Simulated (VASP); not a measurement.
Wanted: the native input for a VASP 6.6.1 run.

- Task: single point
- Functional: PBE
- Dispersion: D3(BJ)
- Potentials or basis: VASP PAW PBE potentials, release 64 (Mo_sv, S)
- Cutoff: 500 eV
- k mesh: 12 × 12 × 4
- Occupations: gaussian, width 0.05 eV
- Spin: no spin polarisation
- Dipole correction: no
- Further INCAR settings: ALGO = Normal; EDIFF = 1e-06; NBANDS = 20

The structure of MoS2 lies in POSCAR:

```
MoS2
1.0
    3.0953451714      0.0000000000      0.0000000000
   -1.5476725857      2.6806475519      0.0000000000
    0.0000000000      0.0000000000      6.8790951089
Mo S
1 2
Direct
    0.0000000000      0.0000000000      0.0000000000
    0.3333333333      0.6666666667      0.2608812309
    0.3333333333      0.6666666667      0.7391187691
```

This cell differs from its parent crystal: atoms shifted along a free coordinate, c/a of the conventional cell at fixed volume 2.2224.

One way to write it, as run:

INCAR

```
SYSTEM = MoS2
PREC = Accurate ; ENCUT = 500
EDIFF = 1E-6 ; ISMEAR = 0
SIGMA = 0.05 ; LREAL = .False.
LASPH = .True. ; NELM = 120
ALGO = Normal ; ISIF = 2
LWAVE = .False. ; LCHARG = .True.
GGA = PE ; IVDW = 12
LELF = .True. ; LVHAR = .True.
NBANDS = 20 ; GGA_COMPAT = .False.
```

KPOINTS

```
regular mesh
0
Gamma
  12 12 4
  0 0 0
```

Potentials or basis: VASP PAW PBE potentials, release 64 (Mo_sv, S).

The run is started by

```bash
$ cat potpaw_PBE.64/Mo_sv/POTCAR potpaw_PBE.64/S/POTCAR > POTCAR
$ mpirun -np 1 vasp_std > vasp.out
```

Results of the run:

The pressure is -12.6 GPa and the largest force is 3.092 eV/Å. The band gap on the k mesh is 0.71 eV (least direct gap 1.46 eV) and the dispersion energy per atom is -0.397 eV.

Caveat: the cell stands under tension; forces of over 1 eV/Å act on the atoms, so gaps and moduli don't describe the material at rest.

Wall time 86 s on 1 thread of Intel Xeon 8259CL, with other jobs on the host, peak memory 0.22 GiB.
